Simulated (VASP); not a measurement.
# Ir (P6_3/mmc) in VASP: a series of runs

The runs below take Ir through single point, with PBE.

All numbers are computed with VASP 6.6.1; they aren't measurements. Logs are shortened: lines on timing, memory, paths and dates and some standing lists are left out, and cuts for length are marked.

## 1. The cell of the first run

It takes space group P6_3/mmc (No. 194, hexagonal). Conventional cell: a = 2.876 Å, b = 2.876 Å, c = 4.379 Å, α = 90.00°, β = 90.00°, γ = 120.00°. Within 3.6 Å of Ir (site symmetry -6m2) lie 12 Ir at 2.75 to 2.88 Å.

## 2. Single point, PBE

The input, INCAR:

```
SYSTEM = Ir
ALGO     = Fast           ! electronic algorithm
EDIFF    = 1E-6           ! SCF threshold, eV
ENCUT    = 520            ! plane-wave cutoff, eV
GGA      = PE             ! functional
ISIF     = 2              ! what is computed and relaxed
ISMEAR   = 0              ! smearing method
LASPH    = .TRUE.         ! aspherical terms in the spheres
LCHARG   = .FALSE.        ! write CHGCAR
LREAL    = .FALSE.        ! projectors in reciprocal space
LWAVE    = .FALSE.        ! write WAVECAR
NBANDS   = 16             ! bands
NELM     = 60             ! most SCF steps
PREC     = Accurate       ! precision mode
SIGMA    = 0.15           ! smearing width, eV
```

The input, KPOINTS:

```
k-points
0
G
  18 18 10
  0 0 0
```

The input, POSCAR:

```
Ir
1.0
    2.8760000000      0.0000000000      0.0000000000
   -1.4380000000      2.4906890613      0.0000000000
    0.0000000000      0.0000000000      4.3787000000
Ir
2
Direct
    0.6666666667      0.3333333333      0.7500000000
    0.3333333333      0.6666666667      0.2500000000
```

Potentials or basis: VASP PAW PBE potentials, release 64 (Ir).

The run is started by

```sh
cat potpaw_PBE.64/Ir/POTCAR > POTCAR
mpirun -np 1 vasp_std > vasp.out
```

OUTCAR:

```text
SYSTEM = Ir
   EDIFF = 1E-6
   ENCUT = 520
   GGA = PE
   ISIF = 2
   ISMEAR = 0
   LASPH = .TRUE.
   LREAL = .FALSE.
   NELM = 60
   PREC = Accurate

 ion  position               nearest neighbor table
   1  0.667  0.333  0.750-   2 2.75   2 2.75   2 2.75   2 2.75   2 2.75   2 2.75
   2  0.333  0.667  0.250-   1 2.75   1 2.75   1 2.75   1 2.75   1 2.75   1 2.75

  LATTYP: Found a hexagonal cell.
 ALAT       =     2.8760000000
 C/A-ratio  =     1.5224965229

  Lattice vectors:

 A1 = (   2.8760000000,   0.0000000000,   0.0000000000)
 A2 = (  -1.4380000000,   2.4906890613,   0.0000000000)
 A3 = (   0.0000000000,   0.0000000000,   4.3787000000)

Analysis of symmetry for initial positions (statically):
=====================================================================
 Subroutine PRICEL returns:
 Original cell was already a primitive cell.

 Routine SETGRP: Setting up the symmetry group for a
 hexagonal supercell.

 Subroutine GETGRP returns: Found 24 space group operations
 (whereof 12 operations were pure point group operations)
 out of a pool of 24 trial point group operations.

The static configuration has the point symmetry D_3d.
 The point group associated with its full space group is D_6h.

Analysis of symmetry for dynamics (positions and initial velocities):
=====================================================================
 Subroutine PRICEL returns:
 Original cell was already a primitive cell.

 Routine SETGRP: Setting up the symmetry group for a
 hexagonal supercell.

 Subroutine GETGRP returns: Found 24 space group operations
 (whereof 12 operations were pure point group operations)
 out of a pool of 24 trial point group operations.

The dynamic configuration has the point symmetry D_3d.
 The point group associated with its full space group is D_6h.

 Subroutine INISYM returns: Found 24 space group operations
 (whereof 12 operations are pure point group operations),
 and found     1 'primitive' translations

----------------------------------------------------------------------------------------

                                     Primitive cell

  volume of cell :      31.3656

  direct lattice vectors                    reciprocal lattice vectors
     2.876000000  0.000000000  0.000000000     0.347705146  0.200747660  0.000000000
    -1.438000000  2.490689061  0.000000000     0.000000000  0.401495319  0.000000000
     0.000000000  0.000000000  4.378700000     0.000000000  0.000000000  0.228378286

  length of vectors
     2.876000000  2.876000000  4.378700000     0.401495319  0.401495319  0.228378286

  position of ions in fractional coordinates (direct lattice)
     0.666666667  0.333333333  0.750000000
     0.333333333  0.666666667  0.250000000

  ion indices of the primitive-cell ions
   primitive index   ion index
                 1           1
                 2           2

----------------------------------------------------------------------------------------

 KPOINTS: k-points

Automatic generation of k-mesh.
 Grid dimensions read from file:
 generate k-points for:   18   18   10

 Generating k-lattice:

  Cartesian coordinates                     Fractional coordinates (reciprocal lattice)
     0.019316953  0.011152648  0.000000000     0.055555556 -0.000000000  0.000000000
     0.000000000  0.022305296  0.000000000     0.000000000  0.055555556  0.000000000
     0.000000000  0.000000000  0.022837829     0.000000000  0.000000000  0.100000000

  Length of vectors
     0.022305296  0.022305296  0.022837829

  Shift w.r.t. Gamma in fractional coordinates (k-lattice)
     0.000000000  0.000000000  0.000000000

 Subroutine IBZKPT returns following result:
 ===========================================

 Found    222 irreducible k-points:

 Following reciprocal coordinates:
            Coordinates               Weight
  0.000000  0.000000  0.000000      1.000000
  0.055556  0.000000  0.000000      6.000000
  0.111111  0.000000  0.000000      6.000000
  0.166667 -0.000000  0.000000      6.000000
  0.222222  0.000000  0.000000      6.000000
  0.277778  0.000000  0.000000      6.000000
[... 16 lines left out ...]
  0.333333  0.111111  0.000000     12.000000
  0.388889  0.111111  0.000000     12.000000
 [... further k-points ...]
   k-points           NKPTS =    222   k-points in BZ     NKDIM =    222   number of bands    NBANDS=     16
   number of dos      NEDOS =    301   number of ions     NIONS =      2
   total plane-waves  NPLWV =  20736
   dimension x,y,z NGX =    24 NGY =   24 NGZ =   36
   dimension x,y,z NGXF=    48 NGYF=   48 NGZF=   72
   ions per type =               2
   NGX,Y,Z   is equivalent  to a cutoff of  13.87, 13.87, 13.67 a.u.
   NGXF,Y,Z  is equivalent  to a cutoff of  27.75, 27.75, 27.34 a.u.
 SYSTEM =  Ir
   PREC   = accura    normal or accurate (medium, high low for compatibility)
   ISTART =      0    job   : 0-new  1-cont  2-samecut
   ICHARG =      2    charge: 1-file 2-atom 10-const
   ISPIN  =      1    spin polarized calculation?
   LNONCOLLINEAR =      F non collinear calculations
   LSORBIT =      F    spin-orbit coupling
   LASPH  =      T    aspherical Exc in radial PAW
   ENCUT  =  520.0 eV  38.22 Ry    6.18 a.u.   5.35  5.35  8.14*2*pi/ulx,y,z
   NELM   =     60;   NELMIN=  2; NELMDL= -5     # of ELM steps
   EDIFF  = 0.1E-05   stopping-criterion for ELM
   LREAL  =      F    real-space projection
   EDIFFG = 0.1E-04   stopping-criterion for IOM
   NSW    =      0    number of steps for IOM
   IBRION =     -1    ionic relax: 0-MD 1-quasi-New 2-CG
   NFREE  =      0    steps in history (QN), initial steepest desc. (CG)
   ISIF   =      2    stress and relaxation
   ISYM   =      2    0-nonsym 1-usesym 2-fastsym
   POTIM  = 0.5000    time-step for ionic-motion
   TEBEG  =    0.0;   TEEND  =   0.0 temperature during run
   PSTRESS=    0.0 pullay stress
   NELECT =      18.0000    total number of electrons
   NUPDOWN=      -1.0000    fix difference up-down
   EMIN   =  10.00;   EMAX   =-10.00  energy-range for DOS
   EFERMI =   0.00;   METHOD = LEGACY
   ISMEAR =     0;   SIGMA  =   0.15  broadening in eV -4-tet -1-fermi 0-gaus
   EFERMI_NEDOS =   21; number of points for ismear=-14 and -15
   IALGO  =     68    algorithm
   IMIX   =      4    mixing-type and parameters
     AMIX     =   0.40;   BMIX     =  1.00
     AMIX_MAG =   1.60;   BMIX_MAG =  1.00
  volume/ion in A,a.u.               =      15.68       105.83
  Fermi-wavevector in a.u.,A,eV,Ry     =   1.360445  2.570869 25.181824  1.850812
  Thomas-Fermi vector in A             =   2.487107
   LORBIT       =      0    0 simple, 1 ext, 2 COOP (PROOUT), +10 PAW based schemes
   GGA     = PE    functional components
   LHFCALC =     F    Hartree Fock is set to
   AEXX    =    0.0000 exact exchange contribution
   IVDW    =     0    specifies the selected vdW correction
   LEPSILON=     F    determine dielectric tensor
   LRPA    =     F    only Hartree local field effects (RPA)
 non-spin polarized calculation
 RMM-DIIS sequential band-by-band and
 Gauss-broadening in eV      SIGMA  =   0.15
  energy-cutoff  :      520.00
  volume of cell :       31.37
 maximum number of plane-waves:       875
 NGX is ok and might be reduce to    24
   NGX = 11   NGY = 11   NGZ = 17

 number of electron      17.9999999 magnetization

 Free energy of the ion-electron system (eV)
  ---------------------------------------------------
  ext. energy  EPLUGINS =         0.00000000
  ---------------------------------------------------
  free energy    TOTEN  =       -17.35511733 eV

  energy without entropy =      -17.31737357  energy(sigma->0) =      -17.33624545

 E-fermi :   8.8499     XC(G=0): -13.3747

 val. band max:        8.8423511766   @ k =   0.1667   0.1667   0.5000
 cond. band min:       8.8552709721   @ k =   0.3889   0.0000   0.4000
 fundamental gap:      0.0129197956
 Fermi energy:         8.8499351897

 k-point     1 :       0.0000    0.0000    0.0000
  band No.  band energies     occupation
      1      -1.3381      2.00000
      2       1.7904      2.00000
      3       5.4999      2.00000
      4       5.4999      2.00000
      5       5.9852      2.00000
      6       6.1853      2.00000
[... 8 lines left out ...]
     15      26.0986      0.00000
     16      26.3025      0.00000

 k-point     2 :       0.0556    0.0000    0.0000
  band No.  band energies     occupation
      1      -1.2348      2.00000
      2       1.8743      2.00000
      3       5.3235      2.00000
      4       5.5818      2.00000
      5       6.1255      2.00000
      6       6.1550      2.00000
[... 8 lines left out ...]
     15      26.2032      0.00000
     16      26.3778      0.00000

 k-point     3 :       0.1111    0.0000    0.0000
  band No.  band energies     occupation
      1      -0.9315      2.00000
      2       2.1094      2.00000
      3       5.0055      2.00000
      4       5.8237      2.00000
      5       5.9116      2.00000
      6       6.0050      2.00000
[... 8 lines left out ...]
     15      25.8601      0.00000
     16      26.4640      0.00000

 k-point     4 :       0.1667   -0.0000    0.0000
  band No.  band energies     occupation
      1      -0.4500      2.00000
      2       2.4362      2.00000
      3       4.6923      2.00000
      4       5.3401      2.00000
      5       5.8445      2.00000
      6       5.8459      2.00000
[... 8 lines left out ...]
     15      25.2175      0.00000
     16      25.3982      0.00000
[... 324 lines left out ...]
 k-point    22 :       0.2778    0.1111    0.0000
  band No.  band energies     occupation
      1       1.7425      2.00000
      2       2.9463      2.00000
      3       3.5098      2.00000
      4       4.3974      2.00000
      5       5.0449      2.00000
      6       6.0116      2.00000
[... 8 lines left out ...]
     15      19.6245      0.00000
     16      23.7916      0.00000

 k-point    23 :       0.3333    0.1111    0.0000
  band No.  band energies     occupation
      1       2.2004      2.00000
      2       2.7770      2.00000
      3       3.1740      2.00000
      4       4.7423      2.00000
      5       4.9414      2.00000
      6       6.0586      2.00000
[... 8 lines left out ...]
     15      18.5645      0.00000
     16      22.6607      0.00000

 k-point    24 :       0.3889    0.1111    0.0000
  band No.  band energies     occupation
      1       2.4389      2.00000
      2       2.6502      2.00000
      3       2.9681      2.00000
      4       4.8815      2.00000
      5       5.0984      2.00000
      6       5.9638      2.00000
[... 8 lines left out ...]
     15      19.0937      0.00000
     16      21.1624      0.00000

 [... further k-points ...]
[... 5 lines left out ...]
  --------------------------------------------------------------------------------------
  -------------------------------------------------------------------------------------
  Total       -4.6507886     -4.6507886     -1.9055234      0.0000000      0.0000000      0.0000000
  in kB     -237.5656211   -237.5656211    -97.3355023      0.0000000      0.0000000      0.0000000
  external PRESSURE =    -190.8222482 kB  Pullay stress =       0.0000000 kB

 VOLUME and BASIS-vectors are now :
 -----------------------------------------------------------------------------
  energy-cutoff  :      520.00
  volume of cell :       31.37
      direct lattice vectors                 reciprocal lattice vectors
     2.876000000  0.000000000  0.000000000     0.347705146  0.200747660  0.000000000
    -1.438000000  2.490689061  0.000000000     0.000000000  0.401495319  0.000000000
     0.000000000  0.000000000  4.378700000     0.000000000  0.000000000  0.228378286

 POSITION                                       TOTAL-FORCE (eV/Angst)
 -----------------------------------------------------------------------------------
      1.43800      0.83023      3.28403         0.000000      0.000000      0.000000
     -0.00000      1.66046      1.09468        -0.000000     -0.000000      0.000000
 -----------------------------------------------------------------------------------
    total drift:                               -0.000000      0.000000     -0.000000

  FREE ENERGIE OF THE ION-ELECTRON SYSTEM (eV)
  ---------------------------------------------------
  free  energy   TOTEN  =       -17.3551173326 eV

  energy  without entropy=      -17.3173735690  energy(sigma->0) =      -17.33624545
```

Wall time 2.7 min (1 thread of Intel Xeon 8259CL, shared host); peak memory 0.23 GiB.

Results:

* Free energy: -17.3551 eV
* Pressure: -19.1 GPa
* Band gap on the k mesh: zero (band 9 reaches 9.51 eV, above the bottom of band 10 at 6.83 eV)

Stress tensor (GPa, compression positive):
```
-23.76   0.00   0.00
  0.00 -23.76   0.00
  0.00   0.00  -9.73
```

Caveat: spin-orbit coupling is left out, which moves the levels of the heavy elements.

## 3. Single point, PBE

This run uses another cell than the first one, of 15.75 Å³/atom, 1.005 times its volume.

The input, INCAR:

```
SYSTEM = Ir
PREC = Accurate ; ENCUT = 520
EDIFF = 1E-6 ; ISMEAR = 0
SIGMA = 0.15 ; LREAL = .FALSE.
LASPH = .TRUE. ; NELM = 80
ALGO = Fast ; ISIF = 2
LWAVE = .FALSE. ; LCHARG = .FALSE.
GGA = PE ; NBANDS = 16
```

The input, KPOINTS:

```
Automatic mesh
0
G
  18 18 10
  0 0 0
```

The input, POSCAR:

```
Ir
1.0
    2.8119000000      0.0000000000      0.0000000000
   -1.4059500000      2.4351768329      0.0000000000
    0.0000000000      0.0000000000      4.6014000000
Ir
2
Direct
    0.6666666667      0.3333333333      0.7500000000
    0.3333333333      0.6666666667      0.2500000000
```

Potentials or basis: VASP PAW PBE potentials, release 64 (Ir).

The run is started by

```sh
cat potpaw_PBE.64/Ir/POTCAR > POTCAR
mpirun -np 1 vasp_std > vasp.out
```

Wall time 3.1 min (1 thread of Intel Xeon 8259CL, shared host); peak memory 0.23 GiB.

The run converged. Its results:

| Property | Result |
| --- | --- |
| Free energy | -17.3927 eV |
| Pressure | -21.7 GPa |
| Band gap on the k mesh | zero (band 9 reaches 9.55 eV, above the bottom of band 10 at 6.73 eV) |

Stress tensor (GPa, compression positive):
```
-20.79   0.00   0.00
  0.00 -20.79   0.00
  0.00   0.00 -23.62
```

Levels at points of the mesh, in eV from the Fermi level:
| k point | band 5 | band 6 | band 7 | band 8 | band 9 | band 10 | band 11 | band 12 | band 13 | band 14 |
| --- | --- | --- | --- | --- | --- | --- | --- | --- | --- | --- |
| (0.00, 0.00, 0.00) | -3.24 | -2.71 | -2.71 | -1.95 | -1.95 | -0.58 | 0.24 | 0.24 | 6.02 | 14.43 |
| (0.50, 0.00, 0.00) | -3.06 | -2.91 | -2.58 | 0.63 | 0.76 | 0.96 | 2.61 | 3.94 | 7.61 | 9.44 |
| (0.00, 0.00, 0.50) | -3.33 | -3.33 | -3.33 | -3.33 | -0.41 | -0.41 | -0.41 | -0.41 | 13.20 | 13.20 |
| (0.50, 0.00, 0.50) | -1.76 | -1.76 | -0.73 | -0.73 | 0.83 | 0.83 | 1.87 | 1.87 | 6.78 | 6.78 |

Caveat: spin-orbit coupling is left out, which moves the levels of the heavy elements.

[end of part 1 of 2]
